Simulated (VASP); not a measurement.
Wanted: the native input for a VASP 6.6.1 run.

* Task: single point
* Functional: PBE
* Potentials or basis: VASP PAW PBE potentials, release 64 (Pb_d, Cs_sv, Cl)
* Cutoff: 520 eV
* k mesh: 5 × 5 × 5
* Occupations: fermi-dirac, width 0.05 eV
* Spin: no spin polarisation
* Dipole correction: no
* Further INCAR settings: ALGO = Normal; EDIFF = 1e-07; NBANDS = 30

The structure of CsPbCl3 lies in POSCAR:

```
CsPbCl3
1.0
    5.6050000000      0.0000000000      0.0000000000
    0.0000000000      5.6050000000      0.0000000000
    0.0000000000      0.0000000000      5.6050000000
Pb Cs Cl
1 1 3
Direct
    0.5000000000      0.5000000000      0.5000000000
    0.0000000000      0.0000000000      0.0000000000
    0.5000000000      0.0000000000      0.5000000000
    0.0000000000      0.5000000000      0.5000000000
    0.5000000000      0.5000000000      0.0000000000
```

These files were run (other wordings do the same):

INCAR

```
SYSTEM = CsPbCl3
  PREC = Accurate
  ENCUT = 520
  EDIFF = 1E-7
  ISMEAR = -1
  SIGMA = 0.05
  LREAL = .FALSE.
  LASPH = .TRUE.
  NELM = 60
  ALGO = Normal
  ISIF = 2
  LWAVE = .FALSE.
  LCHARG = .FALSE.
  GGA = PE
  NBANDS = 30
```

KPOINTS

```
regular mesh
0
G
  5 5 5
  0 0 0
```

Potentials or basis: VASP PAW PBE potentials, release 64 (Pb_d, Cs_sv, Cl).

Command:

```bash
$ cat potpaw_PBE.64/Pb_d/POTCAR potpaw_PBE.64/Cs_sv/POTCAR potpaw_PBE.64/Cl/POTCAR > POTCAR
$ mpirun -np 1 vasp_std > vasp.out
```

Results of the run:

```json
{"Pressure": "1.7 GPa", "Band gap on the k mesh": "2.96 eV"}
```

Caveat: spin-orbit coupling is left out, which moves the levels of the heavy elements; an odd mesh through Γ misses points on the zone boundary, where band edges can lie.

Wall time 31 s on 1 thread of Intel(R) Xeon(R) Platinum 8559C (Emerald Rapids), on a shared host, peak memory 0.27 GiB.
